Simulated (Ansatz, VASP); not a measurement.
## CaMg in VASP and in Ansatz

```
Ca Mg
1.0
     4.24623    0.00000    0.00000
     0.00000    4.24623    0.00000
     0.00000    0.00000    3.69507
Ca Mg
1 1
Direct
  0.00000 0.00000 0.00000
  0.50000 0.50000 0.50000
```

Alike in both runs: task single point; functional LDA; k mesh 14 × 14 × 14; occupations gaussian, width 0.15 eV; no spin polarisation.

|  | VASP | Ansatz |
| --- | --- | --- |
| version | VASP 6.6.1 | Ansatz 0.2.0 |
| potentials or method | VASP PAW LDA potentials, release 64 (Ca_sv, Mg), cutoff 520 eV | scalar-relativistic, plane waves, PAW |
| valence electrons in the cell | 12 | 20 |

```tsv
	VASP	Ansatz	Ansatz less VASP
gap on the k mesh at the Fermi level (eV)	none	none	-
pressure (GPa)	-3.3	-3.1	+0.18
traceless stress, the component that is largest in VASP (GPa)	1.37	1.35	-0.023
```

LDA's correlation is that of Perdew and Zunger in VASP and of Perdew and Wang (1992) in Ansatz. A gap of «none» marks a metal or a gap that the smearing closes. VASP's potentials hold 12 valence electrons a cell and Ansatz's 20, so a difference there can come from the potentials and not from the codes.
